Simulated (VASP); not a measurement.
Input of a VASP 6.6.1 run:

File INCAR:

```
SYSTEM = TiAl
PREC = Accurate ; ENCUT = 520
EDIFF = 1E-6 ; ISMEAR = 0
SIGMA = 0.1 ; LREAL = .False.
LASPH = .True. ; NELM = 80
ALGO = Normal ; ISIF = 2
LWAVE = .False. ; LCHARG = .False.
GGA = PE ; NBANDS = 23
```

Contents of KPOINTS:

```
regular mesh
0
Gamma
  6 6 4
  0 0 0
```

The input POSCAR:

```
TiAl
1.0
    4.6212733780      0.0000000000      0.0000000000
   -2.3106366890      4.0021401432      0.0000000000
    0.0000000000      0.0000000000      5.1763170787
Ti Al
2 2
Direct
    0.3333333333      0.6666666667     -0.0589177652
    0.6666666667      0.3333333333      0.4410822348
    0.3333333333      0.6666666667      0.4410177652
    0.6666666667      0.3333333333      0.9410177652
```

Potentials or basis: VASP PAW PBE potentials, release 64 (Ti_sv, Al).

Run with:

```console
$ cat potpaw_PBE.64/Ti_sv/POTCAR potpaw_PBE.64/Al/POTCAR > POTCAR
$ mpirun -np 1 vasp_std > vasp.out
```

Task: Estimate the pressure.

Result: 0.0 GPa.

Task: Predict the largest force.

Result: 0.003 eV/Å.

Forces in eV/Å, atoms in the order of the input:
```
Ti   0.000  0.000 -0.003
Ti   0.000  0.000 -0.003
Al   0.000  0.000  0.003
Al   0.000  0.000  0.003
```
